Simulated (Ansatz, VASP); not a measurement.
# BaTiO3 in VASP and in Ansatz

```
Ba Ti O
1.0
     4.07980    0.00000    0.00000
     0.00000    4.07980    0.00000
     0.00000    0.00000    4.01800
Ba Ti O
1 1 3
Direct
  0.00000 0.00000 0.00000
  0.50000 0.50000 0.48200
  0.50000 0.50000 0.01600
  0.50000 0.00000 0.51500
  0.00000 0.50000 0.51500
```

Change from the starting cell: equal xx and yy strain of +2 %, crystal datasets.

Alike in both runs: task electric field gradients; functional PBEsol; k mesh 7 × 7 × 7; occupations fermi-dirac, width 0.08 eV; no spin polarisation.

|  | VASP | Ansatz |
| --- | --- | --- |
| version | VASP 6.6.1 | Ansatz 0.2.0 |
| potentials or method | VASP PAW PBE potentials, release 64 (Ba_sv, Ti_sv, O), cutoff 520 eV | all-electron PAW with datasets made for the crystal, scalar-relativistic |

VASP gave:

| Item | Value |
| --- | --- |
| pressure (GPa) | -7.7 |
| traceless stress, the component that is largest in VASP (GPa) | 3.09 |
| rms of the force components (eV/Å) | 0.136 |
| size of Vzz on the site where it differs most (V/Å²) | 11.8 |

Question: What did Ansatz give for the same quantities?

Answer: Pressure (GPa): -9.3; traceless stress, the component that is largest in VASP (GPa): 2.95; rms of the force components (eV/Å): 0.148; size of Vzz on the site where it differs most (V/Å²): 12.4.

VASP's potentials were made for PBE, not for PBEsol. Atom by atom the forces differ by 0.020 eV/Å (rms over components). Ansatz ran all-electron here, and VASP with PAW potentials.

Neither program's run includes spin-orbit coupling.
